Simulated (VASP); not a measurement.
**W: single point with PBEsol**

The system is W.

```
W
1.0
    -1.60590    1.60590    1.60590
     1.60590   -1.60590    1.60590
     1.60590    1.60590   -1.60590
W
1
Cartesian
  0.0000 0.0000 0.0000
```

This cell differs from its parent crystal: volume scaled by 1.05.

* Program: VASP 6.6.1
* Task: single point
* Functional: PBEsol
* Potentials or basis: VASP PAW PBE potentials, release 64 (W_sv)
* Cutoff: 500 eV
* k mesh: 8 × 8 × 8
* Occupations: gaussian, width 0.05 eV
* Spin: non-collinear spin, zero start, spin-orbit coupling
* Starting moments: [[0.0, 0.0, 0.0]] μB

The pressure is -14.1 GPa and the net moment is 0.00 μB per cell. The valence electrons inside the program's atomic spheres are W 12.02.

Moments on the atoms (μB; x, y, z):
```
W   0.00 0.00 0.00
```

Run time: 16 s on 1 thread of Intel Xeon 6975P-C, with other jobs on the host, peak memory 0.17 GiB.

Caveat: the PAW data sets were made with another functional, which shifts forces and pressure a little.
